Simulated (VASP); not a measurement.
ZnH3S, 20 atoms in the cell. The cell holds a wire or tube with vacuum around it, 20 atoms: a = 14.800 Å, b = 16.500 Å, c = 5.443 Å, α = 90.00°, β = 90.00°, γ = 90.00°. 

* Program: VASP 6.6.1
* Task: single point
* Functional: PBE
* Potentials or basis: VASP PAW PBE potentials, release 64 (Zn, S, H)
* Cutoff: 520 eV
* k mesh: 1 × 1 × 6
* Occupations: gaussian, width 0.05 eV
* Spin: no spin polarisation
* Dipole correction: no
* Further INCAR settings: LREAL = Auto; ALGO = Normal; EDIFF = 1e-06; NBANDS = 58

Potentials or basis: VASP PAW PBE potentials, release 64 (Zn, S, H).

Run with:

```bash
$ cat potpaw_PBE.64/Zn/POTCAR potpaw_PBE.64/S/POTCAR potpaw_PBE.64/H/POTCAR > POTCAR
$ mpirun -np 1 vasp_std > vasp.out
```

Hardware: 1 thread of Intel(R) Xeon(R) Platinum 8488C (Sapphire Rapids), with other jobs on the host.

Q: Estimate the wall time of this run.

A: It took 14 min on 1 thread of Intel(R) Xeon(R) Platinum 8488C (Sapphire Rapids) (shared host), peak memory 1.1 GiB. Counts: scf iterations 30, k points 4.
